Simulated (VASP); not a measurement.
# CuO (P-1) in VASP: further runs

CuO is run at these levels: PBEsol; tasks: single point.

All numbers are computed with VASP 6.6.1; they aren't measurements. Logs are shortened: lines on timing, memory, paths and dates and some standing lists are left out, and cuts for length are marked.

### 1 The cell of the first run

The typed cell holds 4 atoms: a = 2.880 Å, b = 2.880 Å, c = 5.176 Å, α = 89.81°, β = 89.81°, γ = 89.22°.

### 2 Single point, PBEsol

File INCAR:

```
SYSTEM = CuO
  PREC = Accurate
  ENCUT = 520
  EDIFF = 1E-6
  ISMEAR = 0
  SIGMA = 0.1
  LREAL = .FALSE.
  LASPH = .TRUE.
  NELM = 100
  ALGO = Normal
  ISIF = 2
  LWAVE = .FALSE.
  LCHARG = .FALSE.
  GGA = PS
  NBANDS = 25
```

File KPOINTS:

```
Automatic mesh
0
G
  12 12 8
  0 0 0
```

File POSCAR:

```
CuO
1.0
    2.8795009639      0.0000000000      0.0000000000
    0.0390727580      2.8792794796      0.0000000000
    0.0174953863      0.0172449008      5.1763391994
Cu O
2 2
Direct
    0.5000000000      0.0000000000      0.5000000000
    0.0000000000      0.5000000000      0.0000000000
    0.0015760300      0.9983282200      0.2501129000
    0.9984239700      0.0016717800      0.7498871000
```

Potentials or basis: VASP PAW PBE potentials, release 64 (Cu, O).

Command:

```
cat potpaw_PBE.64/Cu/POTCAR potpaw_PBE.64/O/POTCAR > POTCAR
mpirun -np 1 vasp_std > vasp.out
```

OUTCAR:

```text
SYSTEM = CuO
   PREC = Accurate
   ENCUT = 520
   EDIFF = 1E-6
   ISMEAR = 0
   LREAL = .FALSE.
   LASPH = .TRUE.
   NELM = 100
   ISIF = 2
   GGA = PS

 ion  position               nearest neighbor table
   1  0.500  0.000  0.500-   3 1.94   4 1.94   3 1.94   4 1.94
   2  0.000  0.500  0.000-   3 1.94   4 1.94   4 1.94   3 1.94
   3  0.002  0.998  0.250-   1 1.94   1 1.94   2 1.94   2 1.94
   4  0.998  0.002  0.750-   1 1.94   1 1.94   2 1.94   2 1.94

  LATTYP: Found a base centered monoclinic cell.
 ALAT       =    11.1169163425
 B/A-ratio  =     0.3638182808
 C/A-ratio  =     0.4656324948
 COS(beta)  =    -0.9295148209

  Lattice vectors:

 A1 = (   2.8620055776,  -0.0172449008,  -5.1763391994)
 A2 = (   0.0215773717,   2.8620345788,  -5.1763391994)
 A3 = (   0.0174953863,   0.0172449008,   5.1763391994)

Analysis of symmetry for initial positions (statically):
=====================================================================
 Subroutine PRICEL returns:
 Original cell was already a primitive cell.

 Routine SETGRP: Setting up the symmetry group for a
 base centered monoclinic supercell.

 Subroutine GETGRP returns: Found  2 space group operations
 (whereof  2 operations were pure point group operations)
 out of a pool of  4 trial point group operations.

The static configuration has the point symmetry S_2 .

Analysis of symmetry for dynamics (positions and initial velocities):
=====================================================================
 Subroutine PRICEL returns:
 Original cell was already a primitive cell.

 Routine SETGRP: Setting up the symmetry group for a
 base centered monoclinic supercell.

 Subroutine GETGRP returns: Found  2 space group operations
 (whereof  2 operations were pure point group operations)
 out of a pool of  4 trial point group operations.

The dynamic configuration has the point symmetry S_2 .

 Subroutine INISYM returns: Found  2 space group operations
 (whereof  2 operations are pure point group operations),
 and found     1 'primitive' translations

----------------------------------------------------------------------------------------

                                     Primitive cell

  volume of cell :      42.9164

  direct lattice vectors                    reciprocal lattice vectors
     2.879500964  0.000000000  0.000000000     0.347282398 -0.004712735 -0.001158071
     0.039072758  2.879279480  0.000000000     0.000000000  0.347309112 -0.001157055
     0.017495386  0.017244901  5.176339199     0.000000000  0.000000000  0.193186722

  length of vectors
     2.879500964  2.879544582  5.176397491     0.347316304  0.347311040  0.193186722

  position of ions in fractional coordinates (direct lattice)
     0.500000000  0.000000000  0.500000000
     1.000000000  0.500000000  0.000000000
     0.001576030  0.998328220  0.250112900
     0.998423970  0.001671780  0.749887100

  ion indices of the primitive-cell ions
   primitive index   ion index
                 1           1
                 2           2
                 3           3
                 4           4

----------------------------------------------------------------------------------------

 KPOINTS: Automatic mesh

Automatic generation of k-mesh.
 Grid dimensions read from file:
 generate k-points for:   12   12    8

 Generating k-lattice:

  Cartesian coordinates                     Fractional coordinates (reciprocal lattice)
     0.028940200 -0.000392728 -0.000096506     0.083333333  0.000000000  0.000000000
     0.000000000  0.028942426 -0.000096421     0.000000000  0.083333333  0.000000000
     0.000000000  0.000000000  0.024148340     0.000000000  0.000000000  0.125000000

  Length of vectors
     0.028943025  0.028942587  0.024148340

  Shift w.r.t. Gamma in fractional coordinates (k-lattice)
     0.000000000  0.000000000  0.000000000

 Subroutine IBZKPT returns following result:
 ===========================================

 Found    580 irreducible k-points:

 Following reciprocal coordinates:
            Coordinates               Weight
  0.000000  0.000000  0.000000      1.000000
  0.083333 -0.000000 -0.000000      2.000000
  0.000000 -0.083333  0.000000      2.000000
  0.166667  0.000000 -0.000000      2.000000
  0.000000 -0.166667  0.000000      2.000000
  0.250000  0.000000 -0.000000      2.000000
[... 16 lines left out ...]
  0.500000  0.083333 -0.000000      2.000000
 -0.083333  0.500000 -0.000000      2.000000
 [... further k-points ...]
   k-points           NKPTS =    580   k-points in BZ     NKDIM =    580   number of bands    NBANDS=     25
   number of dos      NEDOS =    301   number of ions     NIONS =      4
   total plane-waves  NPLWV =  23040
   dimension x,y,z NGX =    24 NGY =   24 NGZ =   40
   dimension x,y,z NGXF=    48 NGYF=   48 NGZF=   80
   ions per type =               2   2
   NGX,Y,Z   is equivalent  to a cutoff of  13.86, 13.86, 12.85 a.u.
   NGXF,Y,Z  is equivalent  to a cutoff of  27.71, 27.71, 25.69 a.u.
 SYSTEM =  CuO
   PREC   = accura    normal or accurate (medium, high low for compatibility)
   ISTART =      0    job   : 0-new  1-cont  2-samecut
   ICHARG =      2    charge: 1-file 2-atom 10-const
   ISPIN  =      1    spin polarized calculation?
   LNONCOLLINEAR =      F non collinear calculations
   LSORBIT =      F    spin-orbit coupling
   LASPH  =      T    aspherical Exc in radial PAW
   ENCUT  =  520.0 eV  38.22 Ry    6.18 a.u.   5.35  5.35  9.62*2*pi/ulx,y,z
   NELM   =    100;   NELMIN=  2; NELMDL= -5     # of ELM steps
   EDIFF  = 0.1E-05   stopping-criterion for ELM
   LREAL  =      F    real-space projection
   EDIFFG = 0.1E-04   stopping-criterion for IOM
   NSW    =      0    number of steps for IOM
   IBRION =     -1    ionic relax: 0-MD 1-quasi-New 2-CG
   NFREE  =      0    steps in history (QN), initial steepest desc. (CG)
   ISIF   =      2    stress and relaxation
   ISYM   =      2    0-nonsym 1-usesym 2-fastsym
   POTIM  = 0.5000    time-step for ionic-motion
   TEBEG  =    0.0;   TEEND  =   0.0 temperature during run
   PSTRESS=    0.0 pullay stress
   NELECT =      34.0000    total number of electrons
   NUPDOWN=      -1.0000    fix difference up-down
   EMIN   =  10.00;   EMAX   =-10.00  energy-range for DOS
   EFERMI =   0.00;   METHOD = LEGACY
   ISMEAR =     0;   SIGMA  =   0.10  broadening in eV -4-tet -1-fermi 0-gaus
   EFERMI_NEDOS =   21; number of points for ismear=-14 and -15
   IALGO  =     38    algorithm
   IMIX   =      4    mixing-type and parameters
     AMIX     =   0.40;   BMIX     =  1.00
     AMIX_MAG =   1.60;   BMIX_MAG =  1.00
  volume/ion in A,a.u.               =      10.73        72.40
  Fermi-wavevector in a.u.,A,eV,Ry     =   1.514816  2.862587 31.220846  2.294667
  Thomas-Fermi vector in A             =   2.624423
   LORBIT       =      0    0 simple, 1 ext, 2 COOP (PROOUT), +10 PAW based schemes
   GGA     = PS    functional components
   LHFCALC =     F    Hartree Fock is set to
   AEXX    =    0.0000 exact exchange contribution
   IVDW    =     0    specifies the selected vdW correction
   LEPSILON=     F    determine dielectric tensor
   LRPA    =     F    only Hartree local field effects (RPA)
 non-spin polarized calculation
 Gauss-broadening in eV      SIGMA  =   0.10
  energy-cutoff  :      520.00
  volume of cell :       42.92
 maximum number of plane-waves:      1174
 NGX is ok and might be reduce to    24
   NGX = 11   NGY = 11   NGZ = 19

 number of electron      33.9999982 magnetization

 Free energy of the ion-electron system (eV)
  ---------------------------------------------------
  ext. energy  EPLUGINS =         0.00000000
  ---------------------------------------------------
  free energy    TOTEN  =       -21.47649573 eV

  energy without entropy =      -21.46399784  energy(sigma->0) =      -21.47024679

 E-fermi :   5.1109     XC(G=0): -11.7792

 val. band max:        5.1104277384   @ k =  -0.3333   0.1667   0.5000
 cond. band min:       5.1113728627   @ k =  -0.4167   0.3333  -0.3750
 fundamental gap:      0.0009451243
 Fermi energy:         5.1109463817

 k-point     1 :       0.0000    0.0000    0.0000
  band No.  band energies     occupation
      1     -14.8455      2.00000
      2     -13.5108      2.00000
      3      -3.3399      2.00000
      4      -0.4764      2.00000
      5      -0.4481      2.00000
      6       1.2118      2.00000
[... 17 lines left out ...]
     24      19.8358      0.00000
     25      20.0502      0.00000

 k-point     2 :       0.0833   -0.0000   -0.0000
  band No.  band energies     occupation
      1     -14.8045      2.00000
      2     -13.4972      2.00000
      3      -3.2710      2.00000
      4      -0.5170      2.00000
      5      -0.4369      2.00000
      6       0.8419      2.00000
[... 17 lines left out ...]
     24      19.9528      0.00000
     25      20.1020      0.00000

 k-point     3 :       0.0000   -0.0833    0.0000
  band No.  band energies     occupation
      1     -14.8045      2.00000
      2     -13.4971      2.00000
      3      -3.2711      2.00000
      4      -0.5109      2.00000
      5      -0.4434      2.00000
      6       0.8422      2.00000
[... 17 lines left out ...]
     24      19.9517      0.00000
     25      20.1019      0.00000

 k-point     4 :       0.1667    0.0000   -0.0000
  band No.  band energies     occupation
      1     -14.6895      2.00000
      2     -13.4596      2.00000
      3      -3.0770      2.00000
      4      -0.6280      2.00000
      5      -0.3842      2.00000
      6       0.0321      2.00000
[... 17 lines left out ...]
     24      20.1259      0.00000
     25      20.3937      0.00000
[... 477 lines left out ...]
 k-point    22 :      -0.0833   -0.4167    0.0000
  band No.  band energies     occupation
      1     -14.1843      2.00000
      2     -13.3050      2.00000
      3      -2.2045      2.00000
      4      -2.0317      2.00000
      5      -0.7241      2.00000
      6      -0.2545      2.00000
[... 17 lines left out ...]
     24      18.3876      0.00000
     25      19.6597      0.00000

 k-point    23 :       0.5000    0.0833   -0.0000
  band No.  band energies     occupation
      1     -14.1331      2.00000
      2     -13.2912      2.00000
      3      -2.2359      2.00000
      4      -2.0867      2.00000
      5      -0.6969      2.00000
      6      -0.2459      2.00000
[... 17 lines left out ...]
     24      17.7112      0.00000
     25      19.6555      0.00000

 k-point    24 :      -0.0833    0.5000   -0.0000
  band No.  band energies     occupation
      1     -14.1339      2.00000
      2     -13.2905      2.00000
      3      -2.2338      2.00000
      4      -2.0888      2.00000
      5      -0.6969      2.00000
      6      -0.2528      2.00000
[... 17 lines left out ...]
     24      17.7112      0.00000
     25      19.6564      0.00000

 [... further k-points ...]
[... 5 lines left out ...]
  --------------------------------------------------------------------------------------
  -------------------------------------------------------------------------------------
  Total       -0.0498551     -0.0629242     -0.9453003     -0.0204068      0.0004216     -0.0030570
  in kB       -1.8612156     -2.3491148    -35.2904027     -0.7618350      0.0157390     -0.1141239
  external PRESSURE =     -13.1669110 kB  Pullay stress =       0.0000000 kB

 VOLUME and BASIS-vectors are now :
 -----------------------------------------------------------------------------
  energy-cutoff  :      520.00
  volume of cell :       42.92
      direct lattice vectors                 reciprocal lattice vectors
     2.879500964  0.000000000  0.000000000     0.347282398 -0.004712735 -0.001158071
     0.039072758  2.879279480  0.000000000     0.000000000  0.347309112 -0.001157055
     0.017495386  0.017244901  5.176339199     0.000000000  0.000000000  0.193186722

 POSITION                                       TOTAL-FORCE (eV/Angst)
 -----------------------------------------------------------------------------------
      1.44850      0.00862      2.58817         0.000000      0.000000      0.000000
      0.01954      1.43964      0.00000        -0.000000      0.000000      0.000000
      0.04792      2.87878      1.29467        -0.004913      0.006435     -0.010421
      2.88815      0.01775      3.88167         0.004913     -0.006435      0.010421
 -----------------------------------------------------------------------------------
    total drift:                                0.000000     -0.000000     -0.000000

  FREE ENERGIE OF THE ION-ELECTRON SYSTEM (eV)
  ---------------------------------------------------
  free  energy   TOTEN  =       -21.4764957274 eV

  energy  without entropy=      -21.4639978437  energy(sigma->0) =      -21.47024679
```

Wall time 12 min (1 thread of Intel Xeon 8259CL, shared host); peak memory 0.58 GiB.

What came out:

```yaml
Free_energy: -21.4765 eV
Pressure: -1.3 GPa
Largest_force: 0.013 eV/Å
Band_gap_on_the_k_mesh: zero (bands 17 and 18 overlap by 1.14 eV)
```

Forces in eV/Å, atoms in the order of the input:
```
Cu   0.000  0.000  0.000
Cu   0.000  0.000  0.000
O   -0.005  0.006 -0.010
O    0.005 -0.006  0.010
```

Stress tensor (GPa, compression positive):
```
-0.19 -0.08 -0.01
-0.08 -0.23  0.00
-0.01  0.00 -3.53
```

Caveat: the PAW data sets were made with another functional, which shifts forces and pressure a little; semilocal functionals often make such compounds metallic where correlation or magnetic order opens a gap, which also shifts bond lengths. With open d or f shells a metallic result of PBEsol can be an artefact of self-interaction; +U or a hybrid may open a gap.

### 3 Single point, PBEsol

File INCAR:

```
SYSTEM = CuO
PREC = Accurate
ENCUT = 520
EDIFF = 1E-7
ISMEAR = 0
SIGMA = 0.1
LREAL = .False.
LASPH = .True.
NELM = 80
ALGO = Normal
ISIF = 2
LWAVE = .False.
LCHARG = .False.
GGA = PS
NBANDS = 25
```

File KPOINTS:

```
Automatic mesh
0
Gamma
  12 12 8
  0.5 0.5 0.5
```

POSCAR is that of step 2.

Potentials or basis: VASP PAW PBE potentials, release 64 (Cu, O).

Command:

```
cat potpaw_PBE.64/Cu/POTCAR potpaw_PBE.64/O/POTCAR > POTCAR
mpirun -np 1 vasp_std > vasp.out
```

It took 15 min on 1 thread of Intel Xeon 8259CL, shared host; peak memory 0.57 GiB.

It converged, with:

```
Free energy            : -21.4793 eV
Pressure               : -1.3 GPa
Largest force          : 0.013 eV/Å
Band gap on the k mesh : zero (bands 17 and 18 overlap by 0.98 eV)
```

Forces in eV/Å, atoms in the order of the input:
```
Cu   0.000  0.000  0.000
Cu   0.000  0.000  0.000
O   -0.006  0.007 -0.009
O    0.006 -0.007  0.009
```

Stress tensor (GPa, compression positive):
```
-0.17 -0.08 -0.01
-0.08 -0.21  0.00
-0.01  0.00 -3.59
```

Levels at points of the mesh, in eV from the Fermi level:
```
           k point  band 14  band 15  band 16  band 17  band 18  band 19  band 20  band 21
(0.04, 0.04, 0.06)    -2.38    -2.31    -2.03     0.61     0.62     1.62     6.03     7.42
```

Caveat: the PAW data sets were made with another functional, which shifts forces and pressure a little; semilocal functionals often make such compounds metallic where correlation or magnetic order opens a gap, which also shifts bond lengths.

### 4 Single point, PBEsol

File INCAR:

```
PREC     = Accurate       # precision mode
ENCUT    = 520            # plane-wave cutoff, eV
EDIFF    = 1E-6           # SCF threshold, eV
ISMEAR   = 0              # smearing method
SIGMA    = 0.1            # smearing width, eV
LREAL    = F              # projectors in reciprocal space
LASPH    = T              # aspherical terms in the spheres
NELM     = 100            # most SCF steps
ALGO     = Normal         # electronic algorithm
ISIF     = 2              # what is computed and relaxed
LWAVE    = F              # write WAVECAR
LCHARG   = F              # write CHGCAR
GGA      = PS             # functional
NBANDS   = 25             # bands
```

File KPOINTS:

```
regular mesh
0
Gamma
  1 1 1
```

POSCAR is that of step 3.

Command:

```
cat potpaw_PBE.64/Cu/POTCAR potpaw_PBE.64/O/POTCAR > POTCAR
mpirun -np 1 vasp_gam > vasp.out
```

Run time: 9 s. Hardware: 1 thread of Intel Xeon Platinum 8488C (Sapphire Rapids), shared host; peak memory 0.15 GiB.

Results (log left out):

* Free energy: -17.9094 eV
* Pressure: -2.4 GPa
* Largest force: 0.022 eV/Å

Forces in eV/Å, atoms in the order of the input:
```
Cu   0.000  0.000  0.000
Cu   0.000  0.000  0.000
O   -0.016  0.015  0.001
O    0.016 -0.015 -0.001
```

Stress tensor (GPa, compression positive):
```
-12.88  -0.19  -0.13
 -0.19 -12.82  -0.15
 -0.13  -0.15  18.38
```

Levels at points of the mesh, in eV from the Fermi level:
```
           k point  band 15  band 16  band 17  band 18  band 19  band 20
(0.00, 0.00, 0.00)    -3.24    -2.98     0.00     0.00     0.49     5.35
```

Caveat: the k points lie up to 2.18 Å⁻¹ apart; the PAW data sets were made with another functional, which shifts forces and pressure a little; semilocal functionals often make such compounds metallic where correlation or magnetic order opens a gap, which also shifts bond lengths.

### 5 Single point, PBEsol

File INCAR:

```
SYSTEM = CuO
PREC     = Accurate       ! precision mode
ENCUT    = 520            ! plane-wave cutoff, eV
EDIFF    = 1E-7           ! SCF threshold, eV
ISMEAR   = 0              ! smearing method
SIGMA    = 0.1            ! smearing width, eV
LREAL    = .False.        ! projectors in reciprocal space
LASPH    = .True.         ! aspherical terms in the spheres
NELM     = 100            ! most SCF steps
ALGO     = Normal         ! electronic algorithm
ISIF     = 2              ! what is computed and relaxed
LWAVE    = .False.        ! write WAVECAR
LCHARG   = .False.        ! write CHGCAR
GGA      = PS             ! functional
NBANDS   = 25             ! bands
```

File KPOINTS:

```
regular mesh
0
Gamma
  2 2 2
  0 0 0
```

POSCAR is that of step 4.

Command:

```
cat potpaw_PBE.64/Cu/POTCAR potpaw_PBE.64/O/POTCAR > POTCAR
mpirun -np 1 vasp_std > vasp.out
```

It took 12 s on 1 thread of Intel Xeon Platinum 8488C (Sapphire Rapids), shared host; peak memory 0.15 GiB.

It converged, with:

* Free energy: -20.8001 eV
* Pressure: 3.3 GPa
* Largest force: 0.013 eV/Å
* Band gap on the k mesh: zero (bands 17 and 18 overlap by 1.10 eV)

Forces on the atoms (eV/Å):
```
Cu   0.000  0.000  0.000
Cu   0.000  0.000  0.000
O   -0.005  0.006 -0.011
O    0.005 -0.006  0.011
```

Stress tensor (GPa, compression positive):
```
 9.12  0.01 -0.05
 0.01  9.07 -0.04
-0.05 -0.04 -8.37
```

Levels at points of the mesh, in eV from the Fermi level:
| k point | band 14 | band 15 | band 16 | band 17 | band 18 | band 19 | band 20 | band 21 |
| --- | --- | --- | --- | --- | --- | --- | --- | --- |
| (0.00, 0.00, 0.00) | -2.72 | -2.64 | -2.32 | 0.39 | 0.43 | 1.06 | 5.59 | 6.95 |
| (0.50, 0.00, 0.00) | -2.27 | -1.91 | -1.81 | 0.00 | 0.19 | 2.92 | 5.61 | 6.11 |
| (0.00, 0.50, 0.00) | -2.27 | -1.91 | -1.82 | 0.00 | 0.19 | 2.93 | 5.60 | 6.11 |
| (0.50, 0.50, 0.00) | -2.62 | -1.87 | -1.50 | -1.49 | 0.97 | 1.51 | 6.54 | 9.36 |
| (0.00, 0.00, 0.50) | -2.67 | -1.86 | -1.86 | -0.18 | -0.18 | 3.15 | 3.15 | 11.05 |
| (0.50, 0.00, 0.50) | -2.72 | -2.34 | -2.15 | -0.37 | 0.42 | 3.70 | 5.54 | 7.82 |
| (0.00, 0.50, 0.50) | -2.72 | -2.34 | -2.15 | -0.37 | 0.42 | 3.71 | 5.53 | 7.82 |
| (0.50, 0.50, 0.50) | -2.32 | -1.73 | -1.72 | -0.71 | -0.71 | 3.39 | 3.39 | 10.36 |

Caveat: the k points lie up to 1.09 Å⁻¹ apart, too coarse for converged energies and pressures of a metal; the PAW data sets were made with another functional, which shifts forces and pressure a little; semilocal functionals often make such compounds metallic where correlation or magnetic order opens a gap, which also shifts bond lengths.

### 6 Summary

| k mesh | gap on the mesh (eV) | pressure (GPa) | largest force (eV/Å) |
| --- | --- | --- | --- |
| 12 × 12 × 8 | none | -1.3 | 0.01 |
| 12 × 12 × 8, shifted | none | -1.3 | 0.01 |
| 1 × 1 × 1 | - | -2.4 | 0.02 |
| 2 × 2 × 2 | none | 3.3 | 0.01 |

Alike in all rows: task single point; level PBEsol; potentials or basis VASP PAW PBE potentials, release 64 (Cu, O); no spin polarisation; cell as given; cutoff (eV) 520; smearing gaussian 0.1 eV.

Caveats: some runs use coarse meshes; the PAW data sets were made with another functional, which shifts forces and pressure a little; semilocal functionals often make such compounds metallic where correlation or magnetic order opens a gap, which also shifts bond lengths.

Absolute energies hang on the potentials; compare differences alone.
